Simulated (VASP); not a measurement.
SiO2:

```xyz
12
Lattice="4.9820 0.0000 0.0000 0.0000 4.9820 0.0000 0.0000 0.0000 6.9630" Properties=species:S:1:pos:R:3 pbc="T T T"
Si    3.9805    1.0015    5.2222
Si    3.4925    3.4925    3.4815
Si    1.0015    3.9805    1.7408
Si    1.4895    1.4895    0.0000
O     0.5155    1.1951    5.7227
O     1.2959    3.0065    0.5004
O     4.4665    3.7869    2.2412
O     3.6861    1.9755    3.9819
O     3.0065    1.2959    6.4626
O     3.7869    4.4665    4.7218
O     1.9755    3.6861    2.9811
O     1.1951    0.5155    1.2403
```

| Quantity | Value |
| --- | --- |
| Program | VASP 6.6.1 |
| Task | relaxation of cell and atoms |
| Functional | RPBE |
| Dispersion | D4 |
| Potentials or basis | VASP PAW PBE potentials, release 64 (Si, O) |
| Cutoff | 600 eV |
| k mesh | 6 × 6 × 4 |
| Occupations | fermi-dirac, width 0.05 eV |
| Spin | no spin polarisation |

At the start: pressure 5.5 GPa; volume 14.40 Å³/atom.

Task: Where does the relaxation end?

Result: Over 49 steps the energy falls by 20.0 meV/atom and the volume is 13.01 Å³/atom (-9.7 %); space group P4_12_12 (No. 92, to 0.1 Å) before and after.

The path:
| step | energy change (eV) | largest force (eV/Å) | pressure (GPa) | volume (Å³) |
| --- | --- | --- | --- | --- |
| 1 | 0.0000 | 0.4821 | 5.45 | 172.82 |
| 3 | -0.1105 | 0.1972 | 0.04 | 178.32 |
| 5 | -0.1000 | 0.4912 | -0.59 | 178.90 |
| 7 | -0.1160 | 0.0737 | -0.17 | 178.30 |
| 9 | -0.1249 | 0.1006 | -0.64 | 177.10 |
| 11 | -0.1300 | 0.1057 | -0.30 | 175.92 |
| 13 | -0.1365 | 0.2902 | 1.34 | 170.68 |
| 15 | -0.1391 | 0.2395 | 0.94 | 171.67 |
| 17 | -0.1533 | 0.2079 | 0.92 | 169.67 |
| 19 | -0.1904 | 0.3636 | 0.70 | 161.80 |
| 21 | -0.1942 | 0.3839 | 0.80 | 159.60 |
| 23 | -0.2104 | 0.0899 | -0.30 | 156.96 |
| 25 | -0.2169 | 0.0538 | 0.11 | 156.52 |
| 27 | -0.2187 | 0.2910 | 2.04 | 154.52 |
| 29 | -0.2253 | 0.1503 | 1.07 | 155.46 |
| 31 | -0.2320 | 0.1704 | 0.38 | 155.69 |
| 33 | -0.2345 | 0.1193 | -0.35 | 156.17 |
| 35 | -0.2357 | 0.0922 | -0.11 | 156.03 |
| 37 | -0.2359 | 0.1508 | 0.87 | 155.56 |
| 39 | -0.2387 | 0.0398 | 0.32 | 155.87 |
| 41 | -0.2394 | 0.0273 | 0.06 | 156.12 |
| 43 | -0.2395 | 0.0167 | -0.08 | 156.23 |
| 45 | -0.2396 | 0.0163 | -0.01 | 156.15 |
| 47 | -0.2397 | 0.0215 | 0.03 | 156.10 |
| 49 | -0.2397 | 0.0088 | 0.03 | 156.08 |

Final structure:
```
Si O
1.0
     4.85613    0.00000    0.00000
     0.00000    4.85613    0.00000
     0.00000    0.00000    6.61862
Si O
4 8
Direct
  0.82015 0.17985 0.75000
  0.67985 0.67985 0.50000
  0.17985 0.82015 0.25000
  0.32015 0.32015 0.00000
  0.14425 0.23020 0.80075
  0.26980 0.64425 0.05075
  0.85575 0.76980 0.30075
  0.73020 0.35575 0.55075
  0.64425 0.26980 0.94925
  0.76980 0.85575 0.69925
  0.35575 0.73020 0.44925
  0.23020 0.14425 0.19925
```

Caveat: the PAW data sets were made with another functional, which shifts forces and pressure a little.
